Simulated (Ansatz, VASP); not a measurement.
Ba3Ir in VASP and in Ansatz

```xyz
4
Lattice="4.9815 0.0000 0.0000 0.0000 4.9815 0.0000 0.0000 0.0000 5.0519" Properties=species:S:1:pos:R:3 pbc="T T T"
Ba    2.4907    2.4907    0.0000
Ba    0.0000    2.4907    2.5259
Ba    2.4907    0.0000    2.5259
Ir    0.0000    0.0000    0.0000
```

Change from the starting cell: species swapped into the SrPb3 type (P4/mmm, No. 123).

Alike in both runs: task single point; functional PBE; k mesh 4 × 4 × 4; occupations gaussian, width 0.1 eV; no spin polarisation.

|  | VASP | Ansatz |
| --- | --- | --- |
| version | VASP 6.6.1 | Ansatz 0.2.0 |
| potentials or method | VASP PAW PBE potentials, release 64 (Ba_sv, Ir_sv_GW), cutoff 500 eV | scalar-relativistic, plane waves, PAW |
| valence electrons in the cell | 47 | 47 |

VASP gave:

| Item | Value |
| --- | --- |
| gap on the k mesh at the Fermi level (eV) | none |
| pressure (GPa) | 4.3 |
| traceless stress, the component that is largest in VASP (GPa) | -0.30 |

Problem. Estimate Ansatz's values.

Solution. gap on the k mesh at the Fermi level (eV): none; pressure (GPa): 3.1; traceless stress, the component that is largest in VASP (GPa): -0.31.

A gap of «none» marks a metal or a gap that the smearing closes.

Neither program's run includes spin-orbit coupling.
